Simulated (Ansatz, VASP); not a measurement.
# Two plane-wave programs on Hg

```xyz
1
Lattice="-2.0076 2.0076 1.8293 2.0076 -2.0076 1.8293 2.0076 2.0076 -1.8293" Properties=species:S:1:pos:R:3 pbc="T T T"
Hg    0.0000    0.0000    0.0000
```

Change from the starting cell: strain -0.030 along x and y, +0.015 along z, atoms carried along.

Alike in both runs: task single point; functional PBEsol; k mesh 18 × 18 × 18; occupations gaussian, width 0.15 eV; no spin polarisation.

|  | VASP | Ansatz |
| --- | --- | --- |
| version | VASP 6.6.1 | Ansatz 0.2.0 |
| potentials or method | VASP PAW PBE potentials, release 64 (Hg), cutoff 520 eV | scalar-relativistic, plane waves, PAW |
| valence electrons in the cell | 12 | 20 |

|  | VASP | Ansatz | Ansatz less VASP |
| --- | --- | --- | --- |
| gap on the k mesh at the Fermi level (eV) | none | none | - |
| pressure (GPa) | -3.1 | -3.2 | -0.11 |

VASP's potentials were made for PBE, not for PBEsol. A gap of «none» marks a metal or a gap that the smearing closes. VASP's potentials hold 12 valence electrons a cell and Ansatz's 20, so a difference there can come from the potentials and not from the codes.

Spin-orbit coupling is off throughout.
